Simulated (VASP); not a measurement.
Here is a VASP 6.6.1 calculation.

File INCAR:

```
PREC = Accurate
ENCUT = 600
EDIFF = 1E-7
ISMEAR = 0
SIGMA = 0.1
LREAL = F
LASPH = T
NELM = 100
ALGO = Normal
ISIF = 3
LWAVE = F
LCHARG = F
GGA = PE
IBRION = 2
NSW = 100
EDIFFG = -0.01
```

File KPOINTS:

```
regular mesh
0
Gamma
  18 18 10
```

POSCAR

```
SbBr
1.0
    3.5704510583      0.0000000000      0.0000000000
   -1.7852255291      3.0921013195      0.0000000000
    0.0000000000      0.0000000000      5.5700242038
Sb Br
1 1
Direct
    0.0000000000      0.0000000000      0.0000000000
    0.0000000000      0.0000000000      0.5000000000
```

Potentials or basis: VASP PAW PBE potentials, release 64 (Sb, Br).

The run is started by

```bash
$ cat potpaw_PBE.64/Sb/POTCAR potpaw_PBE.64/Br/POTCAR > POTCAR
$ mpirun -np 1 vasp_std > vasp.out
```

Q: Predict the band gap on the k mesh.

A: Zero (bands 6 and 7 overlap by 5.68 eV).

Q: What does it give for the relaxed volume?

A: 30.08 Å³/atom.

Q: What does it give for the space group after relaxing (to 0.1 Å)?

A: P6/mmm (No. 191).

The path:
| step | energy change (eV) | largest force (eV/Å) | pressure (GPa) | volume (Å³) |
| --- | --- | --- | --- | --- |
| 1 | 0.0000 | 0.0000 | -0.79 | 61.49 |
| 2 | -0.0018 | 0.0000 | 0.28 | 60.15 |
| 3 | -0.0024 | 0.0000 | -0.09 | 60.59 |
| 4 | -0.0032 | 0.0000 | 0.01 | 60.20 |
| 5 | -0.0032 | 0.0000 | 0.01 | 60.16 |

Caveat: spin-orbit coupling is left out, which moves the levels of the heavy elements; this functional lacks dispersion, which binds layers or chains, so the pressure and a relaxed spacing across them are unreliable.
